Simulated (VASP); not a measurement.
**Sb: single point with PBE**

Sb:

```
Sb
1.0
     0.00000    2.37124    2.37124
     2.37124    0.00000    2.37124
     2.37124    2.37124    0.00000
Sb
1
Direct
  0.00000 0.00000 0.00000
```

```
Program             : VASP 6.6.1
Task                : single point
Functional          : PBE
Potentials or basis : VASP PAW PBE potentials, release 64 (Sb)
Cutoff              : 520 eV
k mesh              : 10 × 10 × 10
Occupations         : gaussian, width 0.022 eV
Spin                : no spin polarisation
```

```
Pressure : 1.8 GPa
```

Levels at points of the mesh, in eV from the Fermi level:
```tsv
k point	band 1	band 2	band 3	band 4	band 5
(0.00, 0.00, 0.00)	-12.94	5.45	5.45	5.45	10.05
(0.50, 0.00, 0.00)	-9.13	-5.82	3.74	3.74	8.30
(0.50, 0.50, 0.00)	-7.48	-4.91	0.44	0.44	4.22
```

It took 8.1 s on 1 thread of Intel(R) Xeon(R) Platinum 8488C (Sapphire Rapids), with other jobs on the host, peak memory 0.15 GiB.

Caveat: spin-orbit coupling is left out, which moves the levels of the heavy elements.
